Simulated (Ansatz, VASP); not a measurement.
## Two plane-wave programs on CdF2

The input INCAR:

```
PREC = Accurate ; ENCUT = 520
EDIFF = 1E-6 ; ISMEAR = 0
SIGMA = 0.05 ; LREAL = False
LASPH = True ; NELM = 80
ALGO = Normal ; ISIF = 2
LWAVE = False ; LCHARG = False
GGA = PE ; NBANDS = 20
```

File KPOINTS:

```
regular mesh
0
Gamma
  8 8 8
```

File POSCAR:

```
CdF2
1.0
    0.0000000000      2.7106136721      2.5018964193
    2.7106136721      0.0000000000      2.5018964193
    2.7106136721      2.7106136721      0.0000000000
Cd F
1 2
Direct
    0.0000000000      0.0000000000      0.0000000000
    0.2500000000      0.2500000000      0.2500000000
    0.7500000000      0.7500000000      0.7500000000
```

Input for Ansatz:

```yaml
crystal:
  lattice:
    - [0.0, 2.7106136721, 2.5018964193]
    - [2.7106136721, 0.0, 2.5018964193]
    - [2.7106136721, 2.7106136721, 0.0]
  atoms:
    - { symbol: Cd, position: [0.0, 0.0, 0.0] }
    - { symbol: F, position: [0.25, 0.25, 0.25] }
    - { symbol: F, position: [0.75, 0.75, 0.75] }
basis:
  ecutwfc: 520.0
kpoints:
  mp_grid: { grid: [8, 8, 8] }
hamiltonian:
  xc: pbe
  pseudopotentials: { kind: paw }
scf:
  occupations: { method: gaussian, width: 0.05 }
output:
  forces: true
  stress: true
  eigenvalues: true
```

Alike in both runs: task single point; functional PBE; k mesh 8 × 8 × 8; occupations gaussian, width 0.05 eV; no spin polarisation.

|  | VASP | Ansatz |
| --- | --- | --- |
| version | VASP 6.6.1 | Ansatz 0.2.0 |
| potentials or method | VASP PAW PBE potentials, release 64 (Cd, F), cutoff 520 eV | scalar-relativistic, plane waves, PAW |
| valence electrons in the cell | 26 | 34 |

|  | VASP | Ansatz | Ansatz less VASP |
| --- | --- | --- | --- |
| gap on the k mesh at the Fermi level (eV) | 3.09 | 3.13 | +0.038 |
| least direct gap on the mesh (eV) | 3.57 | 3.60 | +0.036 |
| pressure (GPa) | 14.9 | 13.8 | -1.09 |
| traceless stress, the component that is largest in VASP (GPa) | 6.27 | 6.38 | +0.108 |

With one functional, cell and mesh, what is left measures potentials, basis and numerics. VASP's potentials hold 26 valence electrons a cell and Ansatz's 34, so a difference there can come from the potentials and not from the codes.
